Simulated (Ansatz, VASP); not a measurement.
# Two plane-wave programs on Si5S

Contents of INCAR:

```
SYSTEM = Si5S
ALGO     = Normal         ! electronic algorithm
EDIFF    = 1E-7           ! SCF threshold, eV
ENCUT    = 520            ! plane-wave cutoff, eV
GGA      = PE             ! functional
ISIF     = 2              ! what is computed and relaxed
ISMEAR   = 0              ! smearing method
LASPH    = .TRUE.         ! aspherical terms in the spheres
LCHARG   = .FALSE.        ! write CHGCAR
LREAL    = .FALSE.        ! projectors in reciprocal space
LWAVE    = .FALSE.        ! write WAVECAR
NBANDS   = 22             ! bands
NELM     = 100            ! most SCF steps
PREC     = Accurate       ! precision mode
SIGMA    = 0.1            ! smearing width, eV
```

KPOINTS

```
k-points
0
G
  6 6 1
  0 0 0
```

The input POSCAR:

```
Si5S
1.0
    2.9989432900      0.0000000000      0.0000000000
   -1.4994716500      2.5971610700      0.0000000000
    0.0000000000      0.0000000000     15.3933240300
Si S
5 1
Direct
    0.6666666700      0.3333333300      0.8184250000
    0.3333333300      0.6666666700      0.6598208500
    0.6666666700      0.3333333300      0.5000000000
    0.3333333300      0.6666666700      0.3401791500
    0.6666666700      0.3333333300      0.1815750000
    0.3333333300      0.6666666700      0.0000000000
```

Input for Ansatz:

```yaml
crystal:
  lattice:
    - [2.99894329, 0.0, 0.0]
    - [-1.49947165, 2.59716107, 0.0]
    - [0.0, 0.0, 15.39332403]
  atoms:
    - { symbol: Si, position: [0.66666667, 0.33333333, 0.818425] }
    - { symbol: Si, position: [0.33333333, 0.66666667, 0.65982085] }
    - { symbol: Si, position: [0.66666667, 0.33333333, 0.5] }
    - { symbol: Si, position: [0.33333333, 0.66666667, 0.34017915] }
    - { symbol: Si, position: [0.66666667, 0.33333333, 0.181575] }
    - { symbol: S, position: [0.33333333, 0.66666667, 0.0] }
basis:
  ecutwfc: 420
kpoints:
  mp_grid: { grid: [6, 6, 1] }
hamiltonian:
  xc: pbe
scf:
  occupations: { method: gaussian, width: 0.1 }
  lower_state_search: "off"
output:
  forces: true
  stress: true
  eigenvalues: true
```

Change from the starting cell: species swapped into the CeMg5 type (P-6m2, No. 187).

Alike in both runs: task single point; functional PBE; k mesh 6 × 6 × 1; occupations gaussian, width 0.1 eV; no spin polarisation.

```csv
,VASP,Ansatz
version,VASP 6.6.1,Ansatz 0.2.0
potentials or method,"VASP PAW PBE potentials, release 64 (Si, S), cutoff 520 eV","scalar-relativistic, plane waves, PAW"
valence electrons in the cell,26,26
```

```csv
,VASP,Ansatz,Ansatz less VASP
gap on the k mesh at the Fermi level (eV),none,none,-
pressure (GPa),-12.3,-12.3,0.00
"traceless stress, the component that is largest in VASP (GPa)",0.45,0.44,-0.010
rms of the force components (eV/Å),0.037,0.037,0.0000
```

Atom by atom the forces differ by 0.000 eV/Å (rms over components). A gap of «none» marks a metal or a gap that the smearing closes. The functional is the same, so the differences come from potentials, cutoffs and numerics.

The k mesh is coarse, so the values compare programs but aren't converged.
